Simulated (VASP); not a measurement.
Here is a VASP 6.6.1 calculation.

Contents of POSCAR:

```
BP
1.0
    2.2773980543      2.2773980543      0.0000000000
   -2.2773980543      2.2773980543      0.0000000000
    0.0000000000      2.2773980543      2.2773980543
B P
1 1
Direct
    0.0000000000      0.0000000000      0.0000000000
    0.7500000000      0.2500000000      0.5000000000
```

The input INCAR.step1:

```
SYSTEM = BP
ALGO = Normal
EDIFF = 1E-4
ENCUT = 520
GGA = PE
ISMEAR = 0
LASPH = .True.
LCHARG = .False.
LREAL = .False.
LWAVE = .True.
NBANDS = 11
NELM = 80
PREC = Accurate
SIGMA = 0.01
```

File INCAR.step2:

```
SYSTEM = BP
ALGO = Normal
EDIFF = 1E-6
ENCUT = 520
ISIF = 2
ISMEAR = 0
ISTART = 1
LASPH = .True.
LCHARG = .False.
LMIXTAU = .True.
LREAL = .False.
LWAVE = .False.
METAGGA = R2SCAN
NBANDS = 11
NELM = 80
PREC = Accurate
SIGMA = 0.01
```

Contents of KPOINTS:

```
k-points
0
Gamma
  8 8 8
  0 0 0
```

Potentials or basis: VASP PAW PBE potentials, release 64 (B, P).

The run is started by

```console
$ cat potpaw_PBE.64/B/POTCAR potpaw_PBE.64/P/POTCAR > POTCAR
$ cp INCAR.step1 INCAR
$ mpirun -np 1 vasp_std > vasp.out
$ cp INCAR.step2 INCAR
$ mpirun -np 1 vasp_std > vasp.out
```

Question: What does it give for the band gap on the k mesh?

Answer: 1.49 eV, indirect (least direct gap 3.62 eV).

Question: Predict the pressure.

Answer: -2.5 GPa.

Caveat: the PAW data sets were made with another functional, which shifts forces and pressure a little. A k mesh can miss the band edges.
